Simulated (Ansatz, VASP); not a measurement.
Si2W: VASP beside Ansatz

```
Si W
1.0
    -1.61450    1.61450    3.93341
     1.61450   -1.61450    3.93341
     1.61450    1.61450   -3.93341
Si W
2 1
Direct
  0.33457 0.33457 0.00000
  0.66543 0.66543 0.00000
  0.00000 0.00000 0.00000
```

Alike in both runs: functional PBE; k mesh 18 × 18 × 18; occupations gaussian, width 0.1 eV; no spin polarisation.

Ansatz relaxed the structure, and its values are those at the end. VASP's run is a single point on that final structure, the one shown.

|  | VASP | Ansatz |
| --- | --- | --- |
| version | VASP 6.6.1 | Ansatz 0.2.0 |
| potentials or method | VASP PAW PBE potentials, release 64 (Si, W_sv), cutoff 520 eV | scalar-relativistic, plane waves, PAW |
| valence electrons in the cell | 22 | 22 |

```csv
,VASP,Ansatz,Ansatz less VASP
gap on the k mesh at the Fermi level (eV),none,none,-
pressure (GPa),0.1,0.0,-0.06
```

A gap of «none» marks a metal or a gap that the smearing closes.

Neither program's run includes spin-orbit coupling.
